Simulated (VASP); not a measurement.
**Zr: vibrations by perturbation theory with PBE**

Crystal: Zr.

```xyz
2
Lattice="3.2320 0.0000 0.0000 -1.6160 2.7990 0.0000 0.0000 0.0000 5.1470" Properties=species:S:1:pos:R:3 pbc="T T T"
Zr    1.6160    0.9330    3.8603
Zr    0.0000    1.8660    1.2868
```

- Program: VASP 6.6.1
- Task: vibrations by perturbation theory
- Functional: PBE
- Potentials or basis: VASP PAW PBE potentials, release 64 (Zr_sv)
- Cutoff: 520 eV
- k mesh: 7 × 7 × 4
- Occupations: fermi-dirac, width 0.05 eV
- Spin: no spin polarisation
- Dipole correction: no
- Further INCAR settings: ALGO = Fast; EDIFF = 1e-08; IBRION = 8; NSW = 1

- Highest phonon frequency at Γ: 137 cm⁻¹

Phonon frequencies in cm⁻¹ (negative: imaginary):
| q point | frequencies |
| --- | --- |
| (0.000, 0.000, 0.000) | 0 0 0 24 24 137 |

Run time: 5.3 min on 1 thread of Intel Xeon 8259CL (shared host), peak memory 0.25 GiB.
